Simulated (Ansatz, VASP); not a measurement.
**One calculation of CdSe, two programs**

```
CELL_PARAMETERS angstrom
0.00000 2.79518 2.79518
2.79518 0.00000 2.79518
2.79518 2.79518 0.00000
ATOMIC_POSITIONS crystal
Cd 0.00000 0.00000 0.00000
Se 0.50000 0.50000 0.50000
```

Alike in both runs: task single point; functional r2SCAN; k mesh 6 × 6 × 6; no spin polarisation.

```csv
,VASP,Ansatz
version,VASP 6.6.1,Ansatz 0.2.0
potentials or method,"VASP PAW PBE potentials, release 64 (Cd, Se), cutoff 550 eV","plane waves, PAW"
occupations,"gaussian, width 0.01 eV",fixed
valence electrons in the cell,18,36
```

Ansatz gave:

- pressure (GPa): 4.0

Question: What did VASP give for the same quantities?

Answer: Pressure (GPa): 4.5.

VASP's potentials were made for PBE, not for r2SCAN. VASP's potentials hold 18 valence electrons a cell and Ansatz's 36, so a difference there can come from the potentials and not from the codes. Ansatz's warnings: stress scf threshold loose.
